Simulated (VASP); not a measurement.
Sr2TiSnO6:

```
CELL_PARAMETERS angstrom
4.03107 0.00000 0.00000
0.00000 4.03107 0.00000
0.00000 0.00000 8.02344
ATOMIC_POSITIONS crystal
Sr 0.00000 0.00000 0.73960
Sr 0.00000 0.00000 0.26040
Sn 0.50000 0.50000 0.00000
O 0.00000 0.50000 0.00000
O 0.50000 0.00000 0.00000
O 0.50000 0.50000 0.74080
O 0.00000 0.50000 0.50000
O 0.50000 0.00000 0.50000
O 0.50000 0.50000 0.25920
Ti 0.50000 0.50000 0.50000
```

- Program: VASP 6.6.1
- Task: relaxation of cell and atoms
- Functional: PBEsol
- Potentials or basis: VASP PAW PBE potentials, release 64 (Sr_sv, Sn_d, O, Ti_sv)
- Cutoff: 600 eV
- k mesh: 6 × 6 × 4
- Occupations: fermi-dirac, width 0.02 eV
- Spin: no spin polarisation

At the start: pressure -5.1 GPa; volume 13.04 Å³/atom.

Q: Where does the relaxation end?

A: Over 11 steps the energy falls by 6.7 meV/atom and the volume is 12.62 Å³/atom (-3.2 %); space group P4/mmm (No. 123, to 0.1 Å) before and after.

The path:
| step | energy change (eV) | largest force (eV/Å) | pressure (GPa) | volume (Å³) |
| --- | --- | --- | --- | --- |
| 1 | 0.0000 | 0.0257 | -5.07 | 130.38 |
| 2 | -0.0118 | 0.1339 | 5.14 | 122.74 |
| 3 | -0.0670 | 0.0558 | -0.03 | 126.29 |
| 4 | -0.0669 | 0.0578 | 0.08 | 126.21 |
| 5 | -0.0671 | 0.0245 | 0.09 | 126.19 |
| 6 | -0.0671 | 0.0178 | 0.09 | 126.19 |
| 7 | -0.0671 | 0.0101 | -0.06 | 126.30 |
| 8 | -0.0671 | 0.0117 | -0.03 | 126.28 |
| 9 | -0.0671 | 0.0056 | -0.02 | 126.27 |
| 10 | -0.0671 | 0.0093 | 0.00 | 126.26 |
| 11 | -0.0671 | 0.0015 | 0.01 | 126.25 |

Final structure:
```
Sr Sn O Ti
1.0
     3.98735    0.00000    0.00000
     0.00000    3.98735    0.00000
     0.00000    0.00000    7.94048
Sr Sn O Ti
2 1 6 1
Direct
  0.00000 0.00000 0.73984
  0.00000 0.00000 0.26016
  0.50000 0.50000 0.00000
  0.00000 0.50000 0.00000
  0.50000 0.00000 0.00000
  0.50000 0.50000 0.74099
  0.00000 0.50000 0.50000
  0.50000 0.00000 0.50000
  0.50000 0.50000 0.25901
  0.50000 0.50000 0.50000
```

Caveat: the PAW data sets were made with another functional, which shifts forces and pressure a little.
